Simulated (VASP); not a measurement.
CoSi (NiAs type): single point with PBE

Crystal: CoSi (NiAs type).

```
Co Si
1.0
     3.21211    0.00000    0.00000
    -1.60605    2.78177    0.00000
     0.00000    0.00000    4.89623
Co Si
2 2
Cartesian
  0.0000 0.0000 0.0000
  0.0000 0.0000 2.4481
  0.0000 1.8545 1.2241
  1.6061 0.9273 3.6722
```

```
Program             : VASP 6.6.1
Task                : single point
Functional          : PBE
Potentials or basis : VASP PAW PBE potentials, release 64 (Co, Si)
Cutoff              : 520 eV
k mesh              : 12 × 12 × 7
Occupations         : fermi-dirac, width 0.08 eV
Spin                : no spin polarisation
```

```json
{"Pressure": "29.8 GPa", "Band gap on the k mesh": "zero (bands 13 and 14 overlap by 3.07 eV)"}
```

Stress tensor (GPa, compression positive):
```
29.75  0.00  0.00
 0.00 29.75  0.00
 0.00  0.00 29.99
```

Levels at points of the mesh, in eV from the Fermi level:
| k point | band 10 | band 11 | band 12 | band 13 | band 14 | band 15 | band 16 | band 17 |
| --- | --- | --- | --- | --- | --- | --- | --- | --- |
| (0.00, 0.00, 0.00) | -2.22 | -0.77 | -0.77 | 1.27 | 4.16 | 4.16 | 6.50 | 6.96 |
| (0.50, 0.00, 0.00) | -1.28 | -1.24 | -1.03 | -0.73 | -0.53 | -0.20 | 3.30 | 3.40 |

Wall time 18 s on 1 thread of Intel(R) Xeon(R) 6975P-C (Granite Rapids), on a shared host, peak memory 0.19 GiB.

Caveat: the cell stands under pressure; the run has no spin polarisation, though such a crystal can be magnetic. Spin polarisation is off, so any magnetic state and its effect on volume and gap are missing.
